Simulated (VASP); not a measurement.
# Ta2N (P-3m1) in VASP: settings compared

The runs below take Ta2N through single point, relaxation of cell and atoms, with PBE, r2SCAN, r2SCAN+D3(BJ), RPBE, PBEsol.

Program: VASP 6.6.1. These are calculated values, not measurements. Logs are shortened: lines on timing, memory, paths and dates and some standing lists are left out, and cuts for length are marked.

## (1) The cell of the first run

Symmetry: P-3m1, No. 164, trigonal system. Conventional cell: a = 3.113 Å, b = 3.113 Å, c = 4.870 Å, α = 90.00°, β = 90.00°, γ = 120.00°. Ta (site symmetry 3m) has 3 N at 2.18 Å within 2.9 Å. N (site symmetry -3m) has 6 Ta at 2.18 Å within 2.9 Å.

## (2) Single point, PBE, non-collinear spin, zero start, spin-orbit coupling

File INCAR:

```
SYSTEM = Ta2N
  PREC = Accurate
  ENCUT = 600
  EDIFF = 1E-6
  ISMEAR = -1
  SIGMA = 0.05
  LREAL = .False.
  LASPH = .True.
  NELM = 200
  ALGO = Normal
  ISIF = 2
  LWAVE = .False.
  LCHARG = .True.
  LNONCOLLINEAR = .True.
  MAGMOM = 0 0 0 0 0 0 0 0 0
  LORBIT = 11
  LSORBIT = .True.
  GGA_COMPAT = .False.
  LORBMOM = .True.
  LMAXMIX = 4
  GGA = PE
  LVHAR = .True.
  NBANDS = 44
```

File KPOINTS:

```
Automatic mesh
0
Gamma
  7 7 5
  0 0 0
```

File POSCAR:

```
Ta2N
1.0
    3.1128615060      0.0000000000      0.0000000000
   -1.5564307530      2.6958171426      0.0000000000
    0.0000000000      0.0000000000      4.8698410000
Ta N
2 1
Direct
    0.3333333333      0.6666666667      0.2547110000
    0.6666666667      0.3333333333      0.7452890000
    0.0000000000      0.0000000000      0.0000000000
```

Potentials or basis: VASP PAW PBE potentials, release 64 (Ta_sv_GW, N).

The run is started by

```sh
> cat potpaw_PBE.64/Ta_sv_GW/POTCAR potpaw_PBE.64/N/POTCAR > POTCAR
> mpirun -np 1 vasp_ncl > vasp.out
```

OUTCAR:

```text
SYSTEM = Ta2N
   PREC = Accurate
   ENCUT = 600
   EDIFF = 1E-6
   ISMEAR = -1
   LREAL = .False.
   LASPH = .True.
   NELM = 200
   ISIF = 2
   LNONCOLLINEAR = .True.
   LORBIT = 11
   LSORBIT = .True.
   GGA = PE

 ion  position               nearest neighbor table
   1  0.333  0.667  0.255-   3 2.18   3 2.18   3 2.18   2 2.99   2 2.99   2 2.99   2 3.06   2 3.06
                             2 3.06
   2  0.667  0.333  0.745-   3 2.18   3 2.18   3 2.18   1 2.99   1 2.99   1 2.99   1 3.06   1 3.06
                             1 3.06
   3  0.000  0.000  0.000-   1 2.18   2 2.18   1 2.18   2 2.18   2 2.18   1 2.18

  LATTYP: Found a hexagonal cell.
 ALAT       =     3.1128615060
 C/A-ratio  =     1.5644258476

  Lattice vectors:

 A1 = (   3.1128615060,   0.0000000000,   0.0000000000)
 A2 = (  -1.5564307530,   2.6958171426,   0.0000000000)
 A3 = (   0.0000000000,   0.0000000000,   4.8698410000)

Analysis of symmetry for initial positions (statically):
=====================================================================
 Subroutine PRICEL returns:
 Original cell was already a primitive cell.

 Routine SETGRP: Setting up the symmetry group for a
 hexagonal supercell.

 Subroutine GETGRP returns: Found 12 space group operations
 (whereof 12 operations were pure point group operations)
 out of a pool of 24 trial point group operations.

The static configuration has the point symmetry D_3d.

Analysis of symmetry for dynamics (positions and initial velocities):
=====================================================================
 Subroutine PRICEL returns:
 Original cell was already a primitive cell.

 Routine SETGRP: Setting up the symmetry group for a
 hexagonal supercell.

 Subroutine GETGRP returns: Found 12 space group operations
 (whereof 12 operations were pure point group operations)
 out of a pool of 24 trial point group operations.

The dynamic configuration has the point symmetry D_3d.

Analysis of structural, dynamic, and magnetic symmetry:
=====================================================================
 Subroutine PRICEL returns:
 Original cell was already a primitive cell.

 Routine SETGRP: Setting up the symmetry group for a
 hexagonal supercell.

 Subroutine GETGRP returns: Found 12 space group operations
 (whereof 12 operations were pure point group operations)
 out of a pool of 24 trial point group operations.

The overall configuration has the point symmetry D_3d.

 Subroutine INISYM returns: Found 12 space group operations
 (whereof 12 operations are pure point group operations),
 and found     1 'primitive' translations

----------------------------------------------------------------------------------------

                                     Primitive cell

  volume of cell :      40.8663

  direct lattice vectors                    reciprocal lattice vectors
     3.112861506  0.000000000  0.000000000     0.321247829  0.185472520  0.000000000
    -1.556430753  2.695817143  0.000000000     0.000000000  0.370945041  0.000000000
     0.000000000  0.000000000  4.869841000     0.000000000  0.000000000  0.205345513

  length of vectors
     3.112861506  3.112861506  4.869841000     0.370945041  0.370945041  0.205345513

  position of ions in fractional coordinates (direct lattice)
     0.333333333  0.666666667  0.254711000
     0.666666667  0.333333333  0.745289000
     0.000000000  0.000000000  0.000000000

  ion indices of the primitive-cell ions
[... 116 lines left out ...]

 number of electron      30.9999998 magnetization       0.0000000      0.0000000     -0.0000000

 number of electron      30.9999998 magnetization      -0.0000000     -0.0000000      0.0000000

 Free energy of the ion-electron system (eV)
  ---------------------------------------------------
  ext. energy  EPLUGINS =         0.00000000
  ---------------------------------------------------
  free energy    TOTEN  =       -42.21698425 eV

  energy without entropy =      -42.20487976  energy(sigma->0) =      -42.21093200

 E-fermi :  11.9350     XC(G=0): -13.2031

 val. band max:       11.9040866006   @ k =   0.0000   0.0000   0.0000
 cond. band min:      11.9583274160   @ k =   0.1429  -0.0000   0.2000
 fundamental gap:      0.0542408154
 Fermi energy:        11.9350076060

 k-point     1 :       0.0000    0.0000    0.0000
  band No.  band energies     occupation
      1     -56.8066      1.00000
      2     -56.8066      1.00000
      3     -56.7304      1.00000
      4     -56.7304      1.00000
      5     -28.7971      1.00000
      6     -28.7971      1.00000
[... 1093 lines left out ...]
     42      15.6587      0.00000
     43      16.7444      0.00000

 [... further k-points ...]

 [bands above 43 left out]

------------------------ aborting loop because EDIFF is reached ----------------------------------------

  FORCE on cell =-STRESS in cart. coord.  units (eV):
  Direction    XX          YY          ZZ          XY          YZ          ZX
  --------------------------------------------------------------------------------------
  -------------------------------------------------------------------------------------
  Total       -0.3076549     -0.3076549     -0.2958279      0.0000000      0.0000000      0.0000000
  in kB      -12.0617260    -12.0617260    -11.5980438      0.0000000      0.0000000      0.0000000
  external PRESSURE =     -11.9071653 kB  Pullay stress =       0.0000000 kB

 VOLUME and BASIS-vectors are now :
 -----------------------------------------------------------------------------
  energy-cutoff  :      600.00
  volume of cell :       40.87
      direct lattice vectors                 reciprocal lattice vectors
     3.112861506  0.000000000  0.000000000     0.321247829  0.185472520  0.000000000
    -1.556430753  2.695817143  0.000000000     0.000000000  0.370945041  0.000000000
     0.000000000  0.000000000  4.869841000     0.000000000  0.000000000  0.205345513

 POSITION                                       TOTAL-FORCE (eV/Angst)
 -----------------------------------------------------------------------------------
     -0.00000      1.79721      1.24040        -0.000000      0.000000      0.053291
      1.55643      0.89861      3.62944        -0.000000      0.000000     -0.053291
      0.00000      0.00000      0.00000         0.000000      0.000000      0.000000
 -----------------------------------------------------------------------------------
    total drift:                                0.000000     -0.000000      0.000000

  FREE ENERGIE OF THE ION-ELECTRON SYSTEM (eV)
  ---------------------------------------------------
  free  energy   TOTEN  =       -42.2169842503 eV

  energy  without entropy=      -42.2048797562  energy(sigma->0) =      -42.21093200

 orbital moment (x)

 # of ion     p       d       f       tot
 ------------------------------------------------
  1         0.000  -0.000   0.000  -0.000
  2         0.000  -0.000   0.000  -0.000
  3         0.000   0.000   0.000   0.000
 ------------------------------------------------
            0.000  -0.000   0.000  -0.000

 orbital moment (y)

 # of ion     p       d       f       tot
 ------------------------------------------------
  1        -0.000   0.000  -0.000   0.000
  2         0.000  -0.000  -0.000  -0.000
  3         0.000   0.000   0.000   0.000
 ------------------------------------------------
           -0.000   0.000  -0.000   0.000

 orbital moment (z)

 # of ion     p       d       f       tot
 ------------------------------------------------
  1         0.000   0.000   0.000   0.000
  2         0.000   0.000   0.000   0.000
  3        -0.000   0.000   0.000  -0.000
 ------------------------------------------------
           -0.000   0.000   0.000   0.000

 Spin-Orbit-Coupling matrix elements

 Ion:    1  E_soc:     -2.8308895
 l=   1
     0.0000000    -0.4501476    -0.4500158
    -0.4501476     0.0000000    -0.4501476
    -0.4500158    -0.4501476     0.0000000
 l=   2
     0.0000000    -0.0040288     0.0000000    -0.0040288    -0.0169366
    -0.0040288     0.0000000    -0.0138714    -0.0044179    -0.0040288
     0.0000000    -0.0138714     0.0000000    -0.0138714     0.0000000
    -0.0040288    -0.0044179    -0.0138714     0.0000000    -0.0040288
    -0.0169366    -0.0040288     0.0000000    -0.0040288     0.0000000
 l=   3
     0.0000000     0.0000002     0.0000000     0.0000000     0.0000000     0.0000002     0.0000185
     0.0000002     0.0000000     0.0000068     0.0000000     0.0000068     0.0000037     0.0000037
     0.0000000     0.0000068     0.0000000     0.0000097     0.0000023     0.0000068     0.0000000
     0.0000000     0.0000000     0.0000097     0.0000000     0.0000097     0.0000000     0.0000000
[... 29 lines left out ...]
 l=   2
     0.0000000     0.0000000     0.0000000     0.0000000     0.0000000
     0.0000000     0.0000000     0.0000000     0.0000000     0.0000000
     0.0000000     0.0000000     0.0000000     0.0000000     0.0000000
     0.0000000     0.0000000     0.0000000     0.0000000     0.0000000
     0.0000000     0.0000000     0.0000000     0.0000000     0.0000000
 l=   3
     0.0000000     0.0000000     0.0000000     0.0000000     0.0000000     0.0000000     0.0000000
     0.0000000     0.0000000     0.0000000     0.0000000     0.0000000     0.0000000     0.0000000
     0.0000000     0.0000000     0.0000000     0.0000000     0.0000000     0.0000000     0.0000000
     0.0000000     0.0000000     0.0000000     0.0000000     0.0000000     0.0000000     0.0000000
     0.0000000     0.0000000     0.0000000     0.0000000     0.0000000     0.0000000     0.0000000
     0.0000000     0.0000000     0.0000000     0.0000000     0.0000000     0.0000000     0.0000000
     0.0000000     0.0000000     0.0000000     0.0000000     0.0000000     0.0000000     0.0000000

 total charge

# of ion       s       p       d       f       tot
--------------------------------------------------
    1        3.177   6.044   2.306   0.067  11.593
    2        3.177   6.044   2.306   0.067  11.593
    3        1.241   2.494   0.000   0.000   3.735
--------------------------------------------------
tot          7.595  14.582   4.611   0.133  26.921

 magnetization (x)

# of ion       s       p       d       f       tot
--------------------------------------------------
    1       -0.000   0.000  -0.000   0.000  -0.000
    2       -0.000   0.000  -0.000   0.000  -0.000
    3        0.000   0.000   0.000   0.000   0.000
--------------------------------------------------
tot         -0.000   0.000  -0.000   0.000  -0.000

 magnetization (y)

# of ion       s       p       d       f       tot
--------------------------------------------------
    1        0.000   0.000   0.000   0.000   0.000
    2        0.000   0.000   0.000  -0.000   0.000
    3        0.000   0.000   0.000   0.000   0.000
--------------------------------------------------
tot          0.000   0.000   0.000   0.000   0.000

 magnetization (z)

# of ion       s       p       d       f       tot
--------------------------------------------------
    1        0.000   0.000   0.000   0.000   0.000
    2        0.000   0.000   0.000   0.000   0.000
    3        0.000  -0.000   0.000   0.000   0.000
--------------------------------------------------
tot          0.000  -0.000   0.000   0.000   0.000
```

Run time: 94 s. Hardware: 1 thread of Intel Xeon 6975P-C (Granite Rapids), shared host; peak memory 0.37 GiB.

What came out:

| Item | Value |
| --- | --- |
| Free energy | -42.2170 eV |
| Pressure | -1.2 GPa |
| Largest force | 0.053 eV/Å |
| Net moment | 0.00 μB per cell |
| Valence electrons inside the program's atomic spheres | Ta 11.59; N 3.73 |

Forces on the atoms (eV/Å):
```
Ta   0.000  0.000  0.053
Ta   0.000  0.000 -0.053
N    0.000  0.000  0.000
```

Moments on the atoms (μB; x, y, z):
```
Ta  0.00 0.00 0.00
Ta  0.00 0.00 0.00
N   0.00 0.00 0.00
```

## (3) Relaxation of cell and atoms, r2SCAN

POSCAR is that of step 2.

File INCAR.step1:

```
  ALGO = Normal
  EDIFF = 1E-4
  ENCUT = 600
  GGA = PE
  ISMEAR = -1
  LASPH = True
  LCHARG = False
  LREAL = False
  LWAVE = True
  NELM = 80
  PREC = Accurate
  SIGMA = 0.05
```

File INCAR.step2:

```
  ALGO = Normal
  EDIFF = 1E-6
  EDIFFG = -0.01
  ENCUT = 600
  IBRION = 2
  ISIF = 3
  ISMEAR = -1
  ISTART = 1
  LASPH = True
  LCHARG = False
  LMIXTAU = True
  LREAL = False
  LWAVE = False
  METAGGA = R2SCAN
  NELM = 80
  NSW = 60
  PREC = Accurate
  SIGMA = 0.05
```

File KPOINTS:

```
k-points
0
Gamma
  10 10 6
```

Potentials or basis: VASP PAW PBE potentials, release 64 (Ta_pv, N).

The run is started by

```sh
> cat potpaw_PBE.64/Ta_pv/POTCAR potpaw_PBE.64/N/POTCAR > POTCAR
> cp INCAR.step1 INCAR
> mpirun -np 1 vasp_std > vasp.out
> cp INCAR.step2 INCAR
> mpirun -np 1 vasp_std > vasp.out
```

It took 43 min on 1 thread of AMD EPYC 7R43 (Zen 3), shared host; peak memory 0.18 GiB.

The run converged. Its results:

- Free energy: -109.0374 eV
- Relaxed volume: 13.39 Å³/atom
- Relaxed cell: a = 3.074 Å, b = 3.074 Å, c = 4.909 Å, α = 90.00°, β = 90.00°, γ = 120.00°
- Space group after relaxing (to 0.05 Å): P-3m1 (No. 164)
- Energy gained by relaxing: 5.6 meV/atom
- Ionic steps: 9
- Pressure after relaxing: 0.0 GPa
- Largest force after relaxing: 0.005 eV/Å

Forces in eV/Å, atoms in the order of the input:
```
Ta   0.000  0.000 -0.005
Ta   0.000  0.000  0.005
N    0.000  0.000  0.000
```

Step by step:
| step | energy change (eV) | largest force (eV/Å) | pressure (GPa) | volume (Å³) |
| --- | --- | --- | --- | --- |
| 1 | 0.0000 | 0.1783 | -4.25 | 40.87 |
| 2 | 0.0370 | 0.3214 | 11.89 | 38.77 |
| 3 | -0.0106 | 0.2280 | 0.53 | 40.18 |
| 4 | -0.0159 | 0.0019 | 0.17 | 40.16 |
| 5 | -0.0163 | 0.0849 | 0.07 | 40.16 |
| 6 | -0.0168 | 0.0008 | -0.07 | 40.19 |
| 7 | -0.0168 | 0.0125 | -0.05 | 40.18 |
| 8 | -0.0168 | 0.0017 | 0.12 | 40.16 |
| 9 | -0.0168 | 0.0055 | 0.05 | 40.17 |

Final structure:
```
Ta N
1.0
     3.07401    0.00000    0.00000
    -1.53701    2.66217    0.00000
     0.00000    0.00000    4.90852
Ta N
2 1
Direct
  0.33333 0.66667 0.25776
  0.66667 0.33333 0.74224
  0.00000 0.00000 0.00000
```

Levels at points of the mesh, in eV from the Fermi level:
```tsv
k point	band 11	band 12	band 13	band 14	band 15	band 16	band 17
(0.00, 0.00, 0.00)	-5.49	-0.85	-0.24	-0.24	0.06	0.52	0.52
(0.50, 0.00, 0.00)	-4.85	-2.94	-1.56	1.51	2.14	4.13	4.18
(0.00, 0.00, 0.50)	-3.36	-3.01	-1.05	-1.05	1.73	2.37	2.48
(0.50, 0.00, 0.50)	-3.52	-2.49	-2.29	-0.64	0.70	3.73	3.96
```

Caveat: the PAW data sets were made with another functional, which shifts forces and pressure a little; spin-orbit coupling is left out, which moves the levels of the heavy elements.

## (4) Relaxation of cell and atoms, r2SCAN+D3(BJ)

POSCAR is that of step 3.

File INCAR.step1:

```
SYSTEM = Ta2N
PREC = Accurate
ENCUT = 600
ISMEAR = -1
SIGMA = 0.05
LREAL = .False.
LASPH = .True.
NELM = 100
GGA = PE
ALGO = Normal
EDIFF = 1E-4
LWAVE = .True.
LCHARG = .False.
```

File INCAR.step2:

```
SYSTEM = Ta2N
PREC = Accurate
ENCUT = 600
EDIFF = 1E-6
ISMEAR = -1
SIGMA = 0.05
LREAL = .False.
LASPH = .True.
NELM = 100
ALGO = Normal
ISIF = 3
LWAVE = .False.
LCHARG = .False.
METAGGA = R2SCAN
LMIXTAU = .True.
IVDW = 12
VDW_S6 = 1.0
VDW_S8 = 0.78981345
VDW_A1 = 0.49484001
VDW_A2 = 5.73083694
IBRION = 2
NSW = 60
EDIFFG = -0.01
ISTART = 1
```

File KPOINTS:

```
Automatic mesh
0
Gamma
  10 10 6
  0 0 0
```

The run is started by

```sh
> cat potpaw_PBE.64/Ta_pv/POTCAR potpaw_PBE.64/N/POTCAR > POTCAR
> cp INCAR.step1 INCAR
> mpirun -np 1 vasp_std > vasp.out
> cp INCAR.step2 INCAR
> mpirun -np 1 vasp_std > vasp.out
```

Wall time 47 min (1 thread of AMD EPYC 7R43 (Zen 3), shared host); peak memory 0.21 GiB.

The run converged. Its results:

```yaml
Free_energy: -109.7806 eV
Relaxed_volume: 13.26 Å³/atom
Relaxed_cell: a = 3.063 Å, b = 3.063 Å, c = 4.895 Å, α = 90.00°, β = 90.00°, γ = 120.00°
Space_group_after_relaxing_to_0.05_Å: P-3m1 (No. 164)
Energy_gained_by_relaxing: 11.1 meV/atom
Ionic_steps: 10
Pressure_after_relaxing: 0.0 GPa
Largest_force_after_relaxing: 0.007 eV/Å
Dispersion_energy_per_atom: -0.249 eV
```

Forces in eV/Å, atoms in the order of the input:
```
Ta   0.000  0.000 -0.007
Ta   0.000  0.000  0.007
N    0.000  0.000  0.000
```

The path:
| step | energy change (eV) | largest force (eV/Å) | pressure (GPa) | volume (Å³) |
| --- | --- | --- | --- | --- |
| 1 | 0.0000 | 0.1809 | -7.11 | 40.87 |
| 2 | 0.1275 | 0.5620 | 22.07 | 37.39 |
| 3 | -0.0253 | 0.2915 | 0.25 | 39.83 |
| 4 | -0.0253 | 0.2937 | 0.42 | 39.81 |
| 5 | -0.0320 | 0.0082 | 0.22 | 39.75 |
| 6 | -0.0323 | 0.0943 | 0.19 | 39.74 |
| 7 | -0.0333 | 0.0130 | -0.29 | 39.81 |
| 8 | -0.0333 | 0.0201 | -0.24 | 39.80 |
| 9 | -0.0332 | 0.0217 | 0.50 | 39.70 |
| 10 | -0.0333 | 0.0075 | 0.00 | 39.77 |

Final structure:
```
Ta N
1.0
     3.06305    0.00000    0.00000
    -1.53152    2.65268    0.00000
     0.00000    0.00000    4.89454
Ta N
2 1
Direct
  0.33333 0.66667 0.25818
  0.66667 0.33333 0.74182
  0.00000 0.00000 0.00000
```

Levels at points of the mesh, in eV from the Fermi level:
```csv
k point,band 12,band 13,band 14,band 15,band 16,band 17
"(0.00, 0.00, 0.00)",-0.86,-0.25,-0.25,0.05,0.54,0.54
"(0.50, 0.00, 0.00)",-2.96,-1.55,1.52,2.17,4.21,4.25
"(0.00, 0.00, 0.50)",-3.00,-1.06,-1.06,1.75,2.44,2.52
"(0.50, 0.00, 0.50)",-2.49,-2.29,-0.67,0.70,3.80,4.04
```

Caveat: the PAW data sets were made with another functional, which shifts forces and pressure a little; spin-orbit coupling is left out, which moves the levels of the heavy elements; pairwise dispersion overbinds metals, which lowers pressure and volume.

[end of part 1 of 2]
